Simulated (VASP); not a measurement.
# W9C8 in VASP: single point with PBEsol

Aim: the single point of W9C8 with PBEsol.

All numbers are computed with VASP 6.6.1; they aren't measurements. Logs are shortened: lines on timing, memory, paths and dates and some standing lists are left out, and cuts for length are marked.

## Step 1: The cell of the first run

The cell holds a slab with vacuum, 17 atoms: a = 5.806 Å, b = 5.663 Å, c = 15.190 Å, α = 90.00°, β = 90.00°, γ = 90.00°.

## Step 2: Single point, PBEsol

Contents of INCAR:

```
PREC = Accurate ; ENCUT = 520
EDIFF = 1E-7 ; ISMEAR = 0
SIGMA = 0.05 ; LREAL = Auto
LASPH = True ; NELM = 60
ALGO = Normal ; ISIF = 2
LWAVE = False ; LCHARG = False
GGA = PS ; NBANDS = 93
```

Contents of KPOINTS:

```
Automatic mesh
0
Gamma
  4 5 1
```

Contents of POSCAR:

```
W9C8
1.0
    5.8060000000      0.0000000000      0.0000000000
    0.0000000000      5.6630000000      0.0000000000
    0.0000000000      0.0000000000     15.1901200000
W C
9 8
Direct
    0.0000000000      0.0000000000      0.0658323305
    0.2429195660      0.0038442522      0.2306389943
    0.0000000000      0.5000000000      0.0658323305
    0.2565139511      0.5037098711      0.2246246244
    0.5000000000      0.0000000000      0.0658323305
    0.7516562177     -0.0107935723      0.2283219619
    0.5000000000      0.5000000000      0.0658323305
    0.7533703066      0.4876092177      0.2235141658
   -0.0088651395      0.8253692389      0.3899306918
   -0.0025160179      0.2423711814      0.1643932372
    0.0956601791      0.3142048384      0.3160045477
    0.0038930417      0.7499187710      0.1672016416
    0.2620766449      0.7466364118      0.3296252433
    0.4999946607      0.2428008123      0.1731103507
    0.9465916293      0.1439676850      0.3383318236
    0.5047092663      0.7498838072      0.1675694465
    0.7419409232      0.7072389193      0.3268672005
```

Potentials or basis: VASP PAW PBE potentials, release 64 (W_sv, C).

On the command line:

```
$ cat potpaw_PBE.64/W_sv/POTCAR potpaw_PBE.64/C/POTCAR > POTCAR
$ mpirun -np 1 vasp_std > vasp.out
```

OUTCAR:

```text
PREC = Accurate
   ENCUT = 520
   EDIFF = 1E-7
   ISMEAR = 0
   LREAL = Auto
   LASPH = True
   NELM = 60
   ISIF = 2
   GGA = PS

 ion  position               nearest neighbor table
   1  0.000  0.000  0.066-  10 2.03  12 2.09   3 2.83   3 2.83   6 2.86   2 2.87   5 2.90   5 2.90

   2  0.243  0.004  0.231-  13 2.10  14 2.20  10 2.21  12 2.22  16 2.30  11 2.35  15 2.50   4 2.83
                             4 2.83   6 2.85   1 2.87   5 2.91   6 2.96   9 3.00
   3  0.000  0.500  0.066-  10 2.09  12 2.09   8 2.79   1 2.83   1 2.83   4 2.83   7 2.90   7 2.90

   4  0.257  0.504  0.225-  11 1.99  13 2.11  16 2.18  14 2.19  12 2.20  10 2.30   7 2.80   2 2.83
                             2 2.83   3 2.83   8 2.89   8 2.92   9 3.46
   5  0.500  0.000  0.066-  16 2.10  14 2.13   7 2.83   7 2.83   6 2.87   1 2.90   1 2.90   2 2.91

   6  0.752  0.989  0.228-  16 2.18  17 2.19  15 2.20  12 2.20  14 2.21  10 2.24   8 2.82   8 2.84
                             2 2.85   1 2.86   5 2.87   2 2.96   9 2.97
   7  0.500  0.500  0.066-  16 2.10  14 2.19   4 2.80   8 2.81   5 2.83   5 2.83   3 2.90   3 2.90

   8  0.753  0.488  0.224-  17 2.00  14 2.16  10 2.18  16 2.24  12 2.25  11 2.62   3 2.79   7 2.81
                             6 2.82   6 2.84   4 2.89   4 2.92   9 3.46
   9  0.991  0.825  0.390-  17 1.86  13 1.87  15 1.98   6 2.97   2 3.00   8 3.46   4 3.46
  10  0.997  0.242  0.164-   1 2.03   3 2.09   8 2.18   2 2.21   6 2.24   4 2.30
  11  0.096  0.314  0.316-  15 1.34   4 1.99   2 2.35   8 2.62
  12  0.004  0.750  0.167-   3 2.09   1 2.09   6 2.20   4 2.20   2 2.22   8 2.25
  13  0.262  0.747  0.330-   9 1.87   2 2.10   4 2.11
  14  0.500  0.243  0.173-   5 2.13   8 2.16   7 2.19   4 2.19   2 2.20   6 2.21
  15  0.947  0.144  0.338-  11 1.34   9 1.98   6 2.20   2 2.50
  16  0.505  0.750  0.168-   7 2.10   5 2.10   6 2.18   4 2.18   8 2.24   2 2.30
  17  0.742  0.707  0.327-   9 1.86   8 2.00   6 2.19

  LATTYP: Found a simple orthorhombic cell.
 ALAT       =     5.6630000000
 B/A-ratio  =     1.0252516334
 C/A-ratio  =     2.6823450468

  Lattice vectors:

 A1 = (   0.0000000000,  -5.6630000000,   0.0000000000)
 A2 = (   5.8060000000,   0.0000000000,   0.0000000000)
 A3 = (   0.0000000000,   0.0000000000,  15.1901200000)

Analysis of symmetry for initial positions (statically):
=====================================================================
 Subroutine PRICEL returns:
 Original cell was already a primitive cell.

 Routine SETGRP: Setting up the symmetry group for a
 simple orthorhombic supercell.

 Subroutine GETGRP returns: Found  1 space group operations
 (whereof  1 operations were pure point group operations)
 out of a pool of  8 trial point group operations.

The static configuration has the point symmetry C_1 .

Analysis of symmetry for dynamics (positions and initial velocities):
=====================================================================
 Subroutine PRICEL returns:
 Original cell was already a primitive cell.

 Routine SETGRP: Setting up the symmetry group for a
 simple orthorhombic supercell.

 Subroutine GETGRP returns: Found  1 space group operations
 (whereof  1 operations were pure point group operations)
 out of a pool of  8 trial point group operations.

The dynamic configuration has the point symmetry C_1 .

 Subroutine INISYM returns: Found  1 space group operations
 (whereof  1 operations are pure point group operations),
 and found     1 'primitive' translations

----------------------------------------------------------------------------------------

                                     Primitive cell

  volume of cell :     499.4417

  direct lattice vectors                    reciprocal lattice vectors
     5.806000000  0.000000000  0.000000000     0.172235618  0.000000000  0.000000000
     0.000000000  5.663000000  0.000000000     0.000000000  0.176584849  0.000000000
     0.000000000  0.000000000 15.190120000     0.000000000  0.000000000  0.065832265

  length of vectors
     5.806000000  5.663000000 15.190120000     0.172235618  0.176584849  0.065832265

  position of ions in fractional coordinates (direct lattice)
     0.000000000  0.000000000  0.065832331
     0.242919566  0.003844252  0.230638994
     0.000000000  0.500000000  0.065832331
     0.256513951  0.503709871  0.224624624
     0.500000000  0.000000000  0.065832331
     0.751656218  0.989206428  0.228321962
[... 9 lines left out ...]
     0.504709266  0.749883807  0.167569447
     0.741940923  0.707238919  0.326867200

  ion indices of the primitive-cell ions
   primitive index   ion index
                 1           1
                 2           2
                 3           3
                 4           4
                 5           5
                 6           6
[... 9 lines left out ...]
                16          16
                17          17

----------------------------------------------------------------------------------------

 KPOINTS: Automatic mesh

Automatic generation of k-mesh.
 Grid dimensions read from file:
 generate k-points for:    4    5    1

 Generating k-lattice:

  Cartesian coordinates                     Fractional coordinates (reciprocal lattice)
     0.043058905  0.000000000  0.000000000     0.250000000  0.000000000  0.000000000
     0.000000000  0.035316970  0.000000000     0.000000000  0.200000000  0.000000000
     0.000000000  0.000000000  0.065832265     0.000000000  0.000000000  1.000000000

  Length of vectors
     0.043058905  0.035316970  0.065832265

  Shift w.r.t. Gamma in fractional coordinates (k-lattice)
     0.000000000  0.000000000  0.000000000

 Subroutine IBZKPT returns following result:
 ===========================================

 Found     11 irreducible k-points:

 Following reciprocal coordinates:
            Coordinates               Weight
  0.000000  0.000000  0.000000      1.000000
  0.250000  0.000000  0.000000      2.000000
  0.500000  0.000000  0.000000      1.000000
  0.000000  0.200000  0.000000      2.000000
  0.250000  0.200000  0.000000      2.000000
 -0.250000  0.200000  0.000000      2.000000
  0.500000  0.200000  0.000000      2.000000
  0.000000  0.400000  0.000000      2.000000
  0.250000  0.400000  0.000000      2.000000
 -0.250000  0.400000  0.000000      2.000000
  0.500000  0.400000  0.000000      2.000000
   k-points           NKPTS =     11   k-points in BZ     NKDIM =     11   number of bands    NBANDS=     93
   number of dos      NEDOS =    301   number of ions     NIONS =     17
   total plane-waves  NPLWV = 241920
   dimension x,y,z NGX =    48 NGY =   42 NGZ =  120
   dimension x,y,z NGXF=    96 NGYF=   84 NGZF=  240
   ions per type =               9   8
   NGX,Y,Z   is equivalent  to a cutoff of  13.74, 12.33, 13.13 a.u.
   NGXF,Y,Z  is equivalent  to a cutoff of  27.49, 24.66, 26.27 a.u.
 SYSTEM =  unknown system
   PREC   = accura    normal or accurate (medium, high low for compatibility)
   ISTART =      0    job   : 0-new  1-cont  2-samecut
   ICHARG =      2    charge: 1-file 2-atom 10-const
   ISPIN  =      1    spin polarized calculation?
   LNONCOLLINEAR =      F non collinear calculations
   LSORBIT =      F    spin-orbit coupling
   LASPH  =      T    aspherical Exc in radial PAW
   ENCUT  =  520.0 eV  38.22 Ry    6.18 a.u.  10.80 10.53 28.24*2*pi/ulx,y,z
   NELM   =     60;   NELMIN=  2; NELMDL= -5     # of ELM steps
   EDIFF  = 0.1E-06   stopping-criterion for ELM
   LREAL  =      T    real-space projection
   EDIFFG = 0.1E-05   stopping-criterion for IOM
   NSW    =      0    number of steps for IOM
   IBRION =     -1    ionic relax: 0-MD 1-quasi-New 2-CG
   NFREE  =      0    steps in history (QN), initial steepest desc. (CG)
   ISIF   =      2    stress and relaxation
   ISYM   =      2    0-nonsym 1-usesym 2-fastsym
   POTIM  = 0.5000    time-step for ionic-motion
   TEBEG  =    0.0;   TEEND  =   0.0 temperature during run
   PSTRESS=    0.0 pullay stress
   NELECT =     158.0000    total number of electrons
   NUPDOWN=      -1.0000    fix difference up-down
   EMIN   =  10.00;   EMAX   =-10.00  energy-range for DOS
   EFERMI =   0.00;   METHOD = LEGACY
   ISMEAR =     0;   SIGMA  =   0.05  broadening in eV -4-tet -1-fermi 0-gaus
   EFERMI_NEDOS =   21; number of points for ismear=-14 and -15
   IALGO  =     38    algorithm
   IMIX   =      4    mixing-type and parameters
     AMIX     =   0.40;   BMIX     =  1.00
     AMIX_MAG =   1.60;   BMIX_MAG =  1.00
  volume/ion in A,a.u.               =      29.38       198.26
  Fermi-wavevector in a.u.,A,eV,Ry     =   1.115490  2.107970 16.929967  1.244317
  Thomas-Fermi vector in A             =   2.252095
   LORBIT       =      0    0 simple, 1 ext, 2 COOP (PROOUT), +10 PAW based schemes
   GGA     = PS    functional components
   LHFCALC =     F    Hartree Fock is set to
   AEXX    =    0.0000 exact exchange contribution
   IVDW    =     0    specifies the selected vdW correction
   LEPSILON=     F    determine dielectric tensor
   LRPA    =     F    only Hartree local field effects (RPA)
 non-spin polarized calculation
 Gauss-broadening in eV      SIGMA  =   0.05
  energy-cutoff  :      520.00
  volume of cell :      499.44
 maximum number of plane-waves:     13496
 NGX is ok and might be reduce to    48
   NGX = 21   NGY = 21   NGZ = 57

 number of electron     158.0000001 magnetization

 Free energy of the ion-electron system (eV)
  ---------------------------------------------------
  ext. energy  EPLUGINS =         0.00000000
  ---------------------------------------------------
  free energy    TOTEN  =      -181.24385724 eV

  energy without entropy =     -181.22592321  energy(sigma->0) =     -181.23489022

 E-fermi :   1.5354     XC(G=0):  -6.6231

 val. band max:        1.5334754746   @ k =   0.0000   0.2000   0.0000
 cond. band min:       1.5382751389   @ k =   0.2500   0.0000   0.0000
 fundamental gap:      0.0047996642
 Fermi energy:         1.5354052004

 k-point     1 :       0.0000    0.0000    0.0000
  band No.  band energies     occupation
      1     -73.0098      2.00000
      2     -72.8502      2.00000
      3     -72.7799      2.00000
      4     -72.6866      2.00000
      5     -72.6751      2.00000
      6     -72.6627      2.00000
[... 1023 lines left out ...]
     90       2.6794      0.00000
     91       2.8799      0.00000
 [bands above 91 left out]

------------------------ aborting loop because EDIFF is reached ----------------------------------------

  FORCE on cell =-STRESS in cart. coord.  units (eV):
  Direction    XX          YY          ZZ          XY          YZ          ZX
  --------------------------------------------------------------------------------------
  -------------------------------------------------------------------------------------
  Total      -18.6319505     -6.4551154      0.9075826      3.9091992      2.8405845     -1.0487775
  in kB      -59.7701170    -20.7076012      2.9114676     12.5404634      9.1124151     -3.3644118
  external PRESSURE =     -25.8554169 kB  Pullay stress =       0.0000000 kB

 VOLUME and BASIS-vectors are now :
 -----------------------------------------------------------------------------
  energy-cutoff  :      520.00
  volume of cell :      499.44
      direct lattice vectors                 reciprocal lattice vectors
     5.806000000  0.000000000  0.000000000     0.172235618  0.000000000  0.000000000
     0.000000000  5.663000000  0.000000000     0.000000000  0.176584849  0.000000000
     0.000000000  0.000000000 15.190120000     0.000000000  0.000000000  0.065832265

 POSITION                                       TOTAL-FORCE (eV/Angst)
 -----------------------------------------------------------------------------------
      0.00000      0.00000      1.00000         0.073835     -0.394802     -0.560258
      1.41039      0.02177      3.50343         0.012442     -0.021229      0.045238
      0.00000      2.83150      1.00000         0.109168      0.026860     -0.451513
      1.48932      2.85251      3.41207         0.015312     -0.011899     -0.009150
      2.90300      0.00000      1.00000        -0.083399     -0.007812      0.697395
      4.36412      5.60188      3.46824        -0.003191      0.023748      0.042338
[... 9 lines left out ...]
      2.93034      4.24659      2.54540         0.028195      0.015931      0.007977
      4.30771      4.00509      4.96515        -0.138790     -0.088232     -0.029119
 -----------------------------------------------------------------------------------
    total drift:                                0.005857      0.013389      0.002170

  FREE ENERGIE OF THE ION-ELECTRON SYSTEM (eV)
  ---------------------------------------------------
  free  energy   TOTEN  =      -181.2438572352 eV

  energy  without entropy=     -181.2259232112  energy(sigma->0) =     -181.23489022
```

Run time: 38 min. Hardware: 1 thread of Intel Xeon Platinum 8259CL at 2.50GHz (Skylake/Cascade Lake), shared host; peak memory 0.7 GiB.

What came out:

- Free energy: -181.2439 eV
- Largest force: 0.809 eV/Å
- Band gap on the k mesh: zero (bands 79 and 80 overlap by 0.19 eV)

Forces on the atoms (eV/Å):
```
W    0.074 -0.395 -0.560
W    0.012 -0.021  0.045
W    0.109  0.027 -0.452
W    0.015 -0.012 -0.009
W   -0.083 -0.008  0.697
W   -0.003  0.024  0.042
W    0.141 -0.123  0.061
W   -0.038 -0.016 -0.043
W   -0.139  0.788  0.115
C   -0.034 -0.026  0.021
C    0.023 -0.003 -0.172
C    0.015  0.007 -0.002
C    0.060 -0.120  0.020
C   -0.016 -0.031 -0.001
C   -0.026 -0.018  0.258
C    0.028  0.016  0.008
C   -0.139 -0.088 -0.029
```

Levels at points of the mesh, in eV from the Fermi level:
| k point | band 76 | band 77 | band 78 | band 79 | band 80 | band 81 | band 82 | band 83 |
| --- | --- | --- | --- | --- | --- | --- | --- | --- |
| (0.00, 0.00, 0.00) | -0.43 | -0.16 | -0.07 | 0.03 | 0.14 | 0.44 | 0.59 | 0.96 |
| (0.50, 0.00, 0.00) | -0.86 | -0.51 | -0.17 | -0.10 | -0.04 | 0.04 | 0.45 | 0.69 |

Caveat: there is no dipole correction, which matters where the two faces differ; the PAW data sets were made with another functional, which shifts forces and pressure a little; spin-orbit coupling is left out, which moves the levels of the heavy elements.
